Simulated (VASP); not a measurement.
Runs of VASP 6.6.1 on Ce. It takes space group Fm-3m (No. 225, cubic). Conventional cell: a = 4.678 Å, b = 4.678 Å, c = 4.678 Å, α = 90.00°, β = 90.00°, γ = 90.00°. Within 4.4 Å of Ce (site symmetry m-3m) lie 12 Ce at 3.31 Å. 

```csv
k mesh,smearing,gap on the mesh (eV),pressure (GPa)
7 × 7 × 7,fermi-dirac 0.1 eV,none,-0.1
9 × 9 × 9,fermi-dirac 0.1 eV,none,-0.5
12 × 12 × 12,fermi-dirac 0.3 eV,none,3.3
12 × 12 × 12,fermi-dirac 0.1 eV,none,-0.4
12 × 12 × 12,fermi-dirac 0.6 eV,none,(b)
4 × 4 × 4,fermi-dirac 0.1 eV,none,(a)
12 × 12 × 12,fermi-dirac 0.03 eV,none,-0.8
12 × 12 × 12,fermi-dirac 0.01 eV,none,-0.8
```

Alike in all rows: task single point; level r2SCAN; potentials or basis VASP PAW PBE potentials, release 64 (Ce); no spin polarisation; cell as given; cutoff (eV) 520.

Problem. Estimate the missing entries.

Solution. (a) -0.7; (b) 9.8.

Caveats: some runs use coarse meshes; the PAW data sets were made with another functional, which shifts forces and pressure a little; spin-orbit coupling is left out, which moves the levels of the heavy elements.

A k mesh can miss the band edges, and the runs leave out spin-orbit coupling on Ce.

A gap of «none» marks levels without a gap at the run's occupations.
